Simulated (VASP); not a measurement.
# Pt in VASP: further runs

The runs below take Pt through single point, with PBE, PBEsol.

All numbers are computed with VASP 6.6.1; they aren't measurements. Logs are shortened: lines on timing, memory, paths and dates and some standing lists are left out, and cuts for length are marked.

## 1. The cell of the first run

The structure is orthorhombic, space group Immm (No. 71). The conventional cell has a = 2.759 Å, b = 2.787 Å, c = 3.922 Å, α = 90.00°, β = 90.00°, γ = 90.00°. Within 3.6 Å of Pt (site symmetry mmm) lie 12 Pt at 2.76 to 2.79 Å.

## 2. Single point, PBE

File INCAR:

```
ALGO = Normal
EDIFF = 1E-6
ENCUT = 500
GGA = PE
GGA_COMPAT = False
ISIF = 2
ISMEAR = -1
LASPH = True
LCHARG = False
LREAL = False
LWAVE = False
NBANDS = 11
NELM = 120
PREC = Accurate
SIGMA = 0.05
```

File KPOINTS:

```
k-points
0
Gamma
  10 10 10
```

File POSCAR:

```
Pt
1.0
    0.0098045000      1.9609000000      1.9609000000
    1.9609000000      0.0098045000      1.9609000000
    1.9707045000      1.9707045000      0.0000000000
Pt
1
Direct
    0.0000000000      0.0000000000      0.0000000000
```

Potentials or basis: VASP PAW PBE potentials, release 64 (Pt).

On the command line:

```
$ cat potpaw_PBE.64/Pt/POTCAR > POTCAR
$ mpirun -np 1 vasp_std > vasp.out
```

OUTCAR:

```text
EDIFF = 1E-6
   ENCUT = 500
   GGA = PE
   ISIF = 2
   ISMEAR = -1
   LASPH = True
   LREAL = False
   NELM = 120
   PREC = Accurate

 ion  position               nearest neighbor table
   1  0.000  0.000  0.000-

  LATTYP: Found a body centered orthorhombic cell.
 ALAT       =     2.7592657176
 B/A-ratio  =     1.0100502513
 C/A-ratio  =     1.4213201632

  Lattice vectors:

 A1 = (   1.9609000000,   0.0098045000,  -1.9609000000)
 A2 = (  -1.9609000000,  -0.0098045000,  -1.9609000000)
 A3 = (   0.0098045000,   1.9609000000,   1.9609000000)

Analysis of symmetry for initial positions (statically):
=====================================================================
 Subroutine PRICEL returns:
 Original cell was already a primitive cell.

 Routine SETGRP: Setting up the symmetry group for a
 body centered orthorhombic supercell.

 Subroutine GETGRP returns: Found  8 space group operations
 (whereof  8 operations were pure point group operations)
 out of a pool of  8 trial point group operations.

The static configuration has the point symmetry D_2h.

Analysis of symmetry for dynamics (positions and initial velocities):
=====================================================================
 Subroutine PRICEL returns:
 Original cell was already a primitive cell.

 Routine SETGRP: Setting up the symmetry group for a
 body centered orthorhombic supercell.

 Subroutine GETGRP returns: Found  8 space group operations
 (whereof  8 operations were pure point group operations)
 out of a pool of  8 trial point group operations.

The dynamic configuration has the point symmetry D_2h.

 Subroutine INISYM returns: Found  8 space group operations
 (whereof  8 operations are pure point group operations),
 and found     1 'primitive' translations

----------------------------------------------------------------------------------------

                                     Primitive cell

  volume of cell :      15.0794

  direct lattice vectors                    reciprocal lattice vectors
     0.009804500  1.960900000  1.960900000    -0.256266287  0.256266287  0.254984956
     1.960900000  0.009804500  1.960900000     0.256266287 -0.256266287  0.254984956
     1.970704500  1.970704500  0.000000000     0.253716374  0.253716374 -0.254984956

  length of vectors
     2.773148706  2.773148706  2.786997031     0.443127688  0.443127688  0.440183285

  position of ions in fractional coordinates (direct lattice)
     0.000000000  0.000000000  0.000000000

  ion indices of the primitive-cell ions
   primitive index   ion index
                 1           1

----------------------------------------------------------------------------------------

 KPOINTS: k-points

Automatic generation of k-mesh.
 Grid dimensions read from file:
 generate k-points for:   10   10   10

 Generating k-lattice:

  Cartesian coordinates                     Fractional coordinates (reciprocal lattice)
    -0.025626629  0.025626629  0.025498496     0.100000000  0.000000000  0.000000000
     0.025626629 -0.025626629  0.025498496     0.000000000  0.100000000  0.000000000
     0.025371637  0.025371637 -0.025498496    -0.000000000 -0.000000000  0.100000000

  Length of vectors
     0.044312769  0.044312769  0.044018329

  Shift w.r.t. Gamma in fractional coordinates (k-lattice)
     0.000000000  0.000000000  0.000000000

 Subroutine IBZKPT returns following result:
 ===========================================

 Found    171 irreducible k-points:

 Following reciprocal coordinates:
            Coordinates               Weight
  0.000000  0.000000  0.000000      1.000000
  0.100000  0.000000  0.000000      4.000000
  0.200000  0.000000  0.000000      4.000000
  0.300000  0.000000  0.000000      4.000000
  0.400000  0.000000  0.000000      4.000000
  0.500000  0.000000  0.000000      2.000000
[... 16 lines left out ...]
  0.300000  0.300000  0.000000      2.000000
  0.400000  0.300000  0.000000      4.000000
 [... further k-points ...]
   k-points           NKPTS =    171   k-points in BZ     NKDIM =    171   number of bands    NBANDS=     11
   number of dos      NEDOS =    301   number of ions     NIONS =      1
   total plane-waves  NPLWV =   8000
   dimension x,y,z NGX =    20 NGY =   20 NGZ =   20
   dimension x,y,z NGXF=    40 NGYF=   40 NGZF=   40
   ions per type =               1
   NGX,Y,Z   is equivalent  to a cutoff of  11.99, 11.99, 11.93 a.u.
   NGXF,Y,Z  is equivalent  to a cutoff of  23.98, 23.98, 23.86 a.u.
 SYSTEM =  unknown system
   PREC   = accura    normal or accurate (medium, high low for compatibility)
   ISTART =      0    job   : 0-new  1-cont  2-samecut
   ICHARG =      2    charge: 1-file 2-atom 10-const
   ISPIN  =      1    spin polarized calculation?
   LNONCOLLINEAR =      F non collinear calculations
   LSORBIT =      F    spin-orbit coupling
   LASPH  =      T    aspherical Exc in radial PAW
   ENCUT  =  500.0 eV  36.75 Ry    6.06 a.u.   5.06  5.06  5.08*2*pi/ulx,y,z
   NELM   =    120;   NELMIN=  2; NELMDL= -5     # of ELM steps
   EDIFF  = 0.1E-05   stopping-criterion for ELM
   LREAL  =      F    real-space projection
   EDIFFG = 0.1E-04   stopping-criterion for IOM
   NSW    =      0    number of steps for IOM
   IBRION =     -1    ionic relax: 0-MD 1-quasi-New 2-CG
   NFREE  =      0    steps in history (QN), initial steepest desc. (CG)
   ISIF   =      2    stress and relaxation
   ISYM   =      2    0-nonsym 1-usesym 2-fastsym
   POTIM  = 0.5000    time-step for ionic-motion
   TEBEG  =    0.0;   TEEND  =   0.0 temperature during run
   PSTRESS=    0.0 pullay stress
   NELECT =      10.0000    total number of electrons
   NUPDOWN=      -1.0000    fix difference up-down
   EMIN   =  10.00;   EMAX   =-10.00  energy-range for DOS
   EFERMI =   0.00;   METHOD = LEGACY
   ISMEAR =    -1;   SIGMA  =   0.05  broadening in eV -4-tet -1-fermi 0-gaus
   EFERMI_NEDOS =   21; number of points for ismear=-14 and -15
   IALGO  =     38    algorithm
   IMIX   =      4    mixing-type and parameters
     AMIX     =   0.40;   BMIX     =  1.00
     AMIX_MAG =   1.60;   BMIX_MAG =  1.00
  volume/ion in A,a.u.               =      15.08       101.76
  Fermi-wavevector in a.u.,A,eV,Ry     =   1.427621  2.697813 27.730067  2.038102
  Thomas-Fermi vector in A             =   2.547771
   LORBIT       =      0    0 simple, 1 ext, 2 COOP (PROOUT), +10 PAW based schemes
   GGA     = PE    functional components
   LHFCALC =     F    Hartree Fock is set to
   AEXX    =    0.0000 exact exchange contribution
   IVDW    =     0    specifies the selected vdW correction
   LEPSILON=     F    determine dielectric tensor
   LRPA    =     F    only Hartree local field effects (RPA)
 non-spin polarized calculation
  energy-cutoff  :      500.00
  volume of cell :       15.08
 maximum number of plane-waves:       392
   NGX = 11   NGY = 11   NGZ = 11

 number of electron      10.0000001 magnetization

 Free energy of the ion-electron system (eV)
  ---------------------------------------------------
  ext. energy  EPLUGINS =         0.00000000
  ---------------------------------------------------
  free energy    TOTEN  =        -6.07264142 eV

  energy without entropy =       -6.06063424  energy(sigma->0) =       -6.06663783

 E-fermi :  11.2837     XC(G=0): -13.4912

 val. band max:       11.2734959383   @ k =   0.5000   0.5000   0.0000
 cond. band min:      11.2914904285   @ k =   0.5000   0.0000   0.0000
 fundamental gap:      0.0179944903
 Fermi energy:        11.2837129345

 k-point     1 :       0.0000    0.0000    0.0000
  band No.  band energies     occupation
      1       1.0491      2.00000
      2       7.4213      2.00000
      3       7.4779      2.00000
      4       7.5422      2.00000
      5       9.6363      2.00000
      6       9.6374      2.00000
      7      25.9060      0.00000
      8      30.7108      0.00000
      9      30.8737      0.00000
     10      31.0357      0.00000
     11      36.2150      0.00000

 k-point     2 :       0.1000    0.0000    0.0000
  band No.  band energies     occupation
      1       1.4497      2.00000
      2       7.3456      2.00000
      3       7.5739      2.00000
      4       7.6626      2.00000
      5       9.5518      2.00000
      6       9.5529      2.00000
      7      26.5177      0.00000
      8      29.1832      0.00000
      9      31.3312      0.00000
     10      31.5375      0.00000
     11      37.8307      0.00000

 k-point     3 :       0.2000    0.0000    0.0000
  band No.  band energies     occupation
      1       2.5094      2.00000
      2       7.0823      2.00000
      3       7.8108      2.00000
      4       7.9187      2.00000
      5       9.5660      2.00000
      6       9.5693      2.00000
      7      26.2607      0.00000
      8      27.6555      0.00000
      9      32.9758      0.00000
     10      33.1473      0.00000
     11      35.3292      0.00000

 k-point     4 :       0.3000    0.0000    0.0000
  band No.  band energies     occupation
      1       3.5955      2.00000
      2       7.5270      2.00000
      3       7.7072      2.00000
      4       7.8197      2.00000
      5      10.1401      2.00000
      6      10.1671      2.00000
      7      22.9127      0.00000
      8      27.1400      0.00000
      9      33.3374      0.00000
     10      33.5038      0.00000
     11      35.4637      0.00000

 k-point     5 :       0.4000    0.0000    0.0000
  band No.  band energies     occupation
      1       3.9437      2.00000
      2       7.4595      2.00000
      3       7.5728      2.00000
      4       9.3464      2.00000
      5      10.9288      1.99835
      6      10.9784      1.99555
      7      19.2682      0.00000
      8      25.8943      0.00000
      9      31.0410      0.00000
     10      31.1917      0.00000
     11      38.4473      0.00000
[... 211 lines left out ...]
 k-point    21 :      -0.3000    0.2000    0.0000
  band No.  band energies     occupation
      1       5.1677      2.00000
      2       6.9276      2.00000
      3       7.2437      2.00000
      4       8.3706      2.00000
      5       9.8215      2.00000
      6      13.1889      0.00000
      7      21.0354      0.00000
      8      25.3465      0.00000
      9      28.4832      0.00000
     10      32.2505      0.00000
     11      34.5752      0.00000

 k-point    22 :      -0.2000    0.2000    0.0000
  band No.  band energies     occupation
      1       4.4761      2.00000
      2       6.5250      2.00000
      3       7.5742      2.00000
      4       8.6066      2.00000
      5       8.8452      2.00000
      6      11.7145      0.00036
      7      24.0629      0.00000
      8      26.7124      0.00000
      9      29.5826      0.00000
     10      31.9615      0.00000
     11      35.2384      0.00000

 k-point    23 :       0.3000    0.3000    0.0000
  band No.  band energies     occupation
      1       4.3464      2.00000
      2       5.4805      2.00000
      3       8.5695      2.00000
      4       9.7550      2.00000
      5       9.8187      2.00000
      6      10.6604      1.99999
      7      26.6274      0.00000
      8      26.9596      0.00000
      9      27.9625      0.00000
     10      30.3606      0.00000
     11      31.6066      0.00000

 k-point    24 :       0.4000    0.3000    0.0000
  band No.  band energies     occupation
      1       4.6744      2.00000
      2       5.2863      2.00000
      3       8.6563      2.00000
      4       9.9344      2.00000
      5      11.2062      1.64970
      6      11.5147      0.01951
      7      23.3844      0.00000
      8      25.4355      0.00000
      9      26.0924      0.00000
     10      31.1203      0.00000
     11      33.4786      0.00000

 [... further k-points ...]

------------------------ aborting loop because EDIFF is reached ----------------------------------------

  FORCE on cell =-STRESS in cart. coord.  units (eV):
  Direction    XX          YY          ZZ          XY          YZ          ZX
  --------------------------------------------------------------------------------------
  -------------------------------------------------------------------------------------
  Total        0.9229450      0.9229450      0.9134719     -0.0877879      0.0000000      0.0000000
  in kB       98.0620455     98.0620455     97.0555336     -9.3273803      0.0000000      0.0000000
  external PRESSURE =      97.7265415 kB  Pullay stress =       0.0000000 kB

 VOLUME and BASIS-vectors are now :
 -----------------------------------------------------------------------------
  energy-cutoff  :      500.00
  volume of cell :       15.08
      direct lattice vectors                 reciprocal lattice vectors
     0.009804500  1.960900000  1.960900000    -0.256266287  0.256266287  0.254984956
     1.960900000  0.009804500  1.960900000     0.256266287 -0.256266287  0.254984956
     1.970704500  1.970704500  0.000000000     0.253716374  0.253716374 -0.254984956

 POSITION                                       TOTAL-FORCE (eV/Angst)
 -----------------------------------------------------------------------------------
      0.00000      0.00000      0.00000        -0.000000     -0.000000      0.000000
 -----------------------------------------------------------------------------------
    total drift:                                0.000000      0.000000      0.000000

  FREE ENERGIE OF THE ION-ELECTRON SYSTEM (eV)
  ---------------------------------------------------
  free  energy   TOTEN  =        -6.0726414242 eV

  energy  without entropy=       -6.0606342417  energy(sigma->0) =       -6.06663783
```

It took 14 s on 1 thread of Intel Xeon Platinum 8488C (Sapphire Rapids), shared host; peak memory 0.14 GiB.

What came out:

```yaml
Free_energy: -6.0726 eV
Pressure: 9.8 GPa
Band_gap_on_the_k_mesh: zero (bands 5 and 6 overlap by 2.22 eV)
```

Stress tensor (GPa, compression positive):
```
 9.81 -0.93  0.00
-0.93  9.81  0.00
 0.00  0.00  9.71
```

Caveat: the cell stands under pressure; spin-orbit coupling is left out, which moves the levels of the heavy elements.

## 3. Single point, PBEsol

File INCAR:

```
ALGO = Normal
EDIFF = 1E-6
ENCUT = 500
GGA = PS
GGA_COMPAT = F
ISIF = 2
ISMEAR = -1
LASPH = T
LCHARG = F
LREAL = F
LWAVE = F
NBANDS = 11
NELM = 120
PREC = Accurate
SIGMA = 0.05
```

File KPOINTS:

```
k-points
0
Gamma
  12 12 12
```

File POSCAR:

```
Pt
1.0
    0.0000000000      1.9415803170      2.0001180000
    1.9415803170      0.0000000000      2.0001180000
    1.9415803170      1.9415803170      0.0000000000
Pt
1
Direct
    0.0000000000      0.0000000000      0.0000000000
```

Potentials or basis: VASP PAW PBE potentials, release 64 (Pt).

On the command line:

```
$ cat potpaw_PBE.64/Pt/POTCAR > POTCAR
$ mpirun -np 1 vasp_std > vasp.out
```

Wall time 8.3 s (1 thread of Intel Xeon 6975P-C (Granite Rapids), shared host); peak memory 0.14 GiB.

Results (log left out):

```
Free energy            : -6.9712 eV
Pressure               : -1.0 GPa
Band gap on the k mesh : zero (bands 5 and 6 overlap by 2.36 eV)
```

Stress tensor (GPa, compression positive):
```
-0.23  0.00  0.00
 0.00 -0.23  0.00
 0.00  0.00 -2.50
```

Levels at points of the mesh, in eV from the Fermi level:
```csv
k point,band 1,band 2,band 3,band 4,band 5,band 6,band 7,band 8,band 9,band 10
"(0.00, 0.00, 0.00)",-10.31,-4.06,-3.69,-3.69,-1.85,-1.43,14.62,19.06,19.82,19.82
"(0.50, 0.00, 0.00)",-7.38,-4.05,-3.70,-0.57,-0.05,0.12,5.80,14.13,18.67,19.22
"(0.50, 0.50, 0.00)",-7.16,-6.67,0.03,0.47,0.47,1.32,8.31,11.68,11.68,20.36
"(0.50, 0.00, 0.50)",-7.11,-6.65,-0.01,0.34,0.64,1.88,9.08,11.05,11.24,19.96
```

Caveat: the PAW data sets were made with another functional, which shifts forces and pressure a little; spin-orbit coupling is left out, which moves the levels of the heavy elements.

## 4. Single point, PBEsol

File INCAR:

```
SYSTEM = Pt
PREC     = Accurate       ! precision mode
ENCUT    = 500            ! plane-wave cutoff, eV
EDIFF    = 1E-6           ! SCF threshold, eV
ISMEAR   = -1             ! smearing method
SIGMA    = 0.05           ! smearing width, eV
LREAL    = .FALSE.        ! projectors in reciprocal space
LASPH    = .TRUE.         ! aspherical terms in the spheres
NELM     = 120            ! most SCF steps
ALGO     = Normal         ! electronic algorithm
ISIF     = 2              ! what is computed and relaxed
LWAVE    = .FALSE.        ! write WAVECAR
LCHARG   = .FALSE.        ! write CHGCAR
GGA      = PS             ! functional
NBANDS   = 11             ! bands
GGA_COMPAT= .FALSE.
```

File KPOINTS:

```
regular mesh
0
G
  12 12 12
  0 0 0
```

File POSCAR:

```
Pt
1.0
    0.0000000000      1.9228206470      2.0393360000
    1.9228206470      0.0000000000      2.0393360000
    1.9228206470      1.9228206470      0.0000000000
Pt
1
Direct
    0.0000000000      0.0000000000      0.0000000000
```

On the command line:

```
$ cat potpaw_PBE.64/Pt/POTCAR > POTCAR
$ mpirun -np 1 vasp_std > vasp.out
```

Run time: 7.9 s. Hardware: 1 thread of Intel Xeon 6975P-C (Granite Rapids), shared host; peak memory 0.14 GiB.

The run converged. Its results:

| Item | Value |
| --- | --- |
| Free energy | -6.9636 eV |
| Pressure | -0.7 GPa |
| Band gap on the k mesh | zero (bands 5 and 6 overlap by 2.43 eV) |

Stress tensor (GPa, compression positive):
```
 1.36  0.00  0.00
 0.00  1.36  0.00
 0.00  0.00 -4.88
```

Levels at points of the mesh, in eV from the Fermi level:
```tsv
k point	band 2	band 3	band 4	band 5	band 6	band 7	band 8	band 9
(0.00, 0.00, 0.00)	-4.27	-3.54	-3.54	-2.06	-1.22	14.68	18.61	20.08
(0.50, 0.00, 0.00)	-4.19	-3.52	-0.54	-0.11	0.20	5.83	14.07	18.51
(0.50, 0.50, 0.00)	-6.66	0.08	0.46	0.46	0.98	7.84	12.06	12.06
(0.50, 0.00, 0.50)	-6.62	-0.04	0.19	0.81	2.10	9.37	10.82	11.19
```

Caveat: the PAW data sets were made with another functional, which shifts forces and pressure a little; spin-orbit coupling is left out, which moves the levels of the heavy elements.

## 5. Overview

| level | cell | k mesh | gap on the mesh (eV) | pressure (GPa) |
| --- | --- | --- | --- | --- |
| PBE | a = 2.773, b = 2.773, c = 2.787 Å, angles 59.8, 59.8, 59.7°, 1 atom | 10 × 10 × 10 | none | 9.8 |
| PBEsol | a = 2.788, b = 2.788, c = 2.746 Å, angles 60.5, 60.5, 59.0°, 1 atom | 12 × 12 × 12 | none | -1.0 |
| PBEsol | a = 2.803, b = 2.803, c = 2.719 Å, angles 61.0, 61.0, 58.0°, 1 atom | 12 × 12 × 12 | none | -0.7 |

Alike in all rows: task single point; potentials or basis VASP PAW PBE potentials, release 64 (Pt); no spin polarisation; cutoff (eV) 500; smearing fermi-dirac 0.05 eV.

Caveats: spin-orbit coupling is left out, which moves the levels of the heavy elements; the PAW data sets were made with another functional, which shifts forces and pressure a little (at least some runs); the cell stands under pressure (at least some runs).

Absolute energies hang on the potentials; compare differences alone.
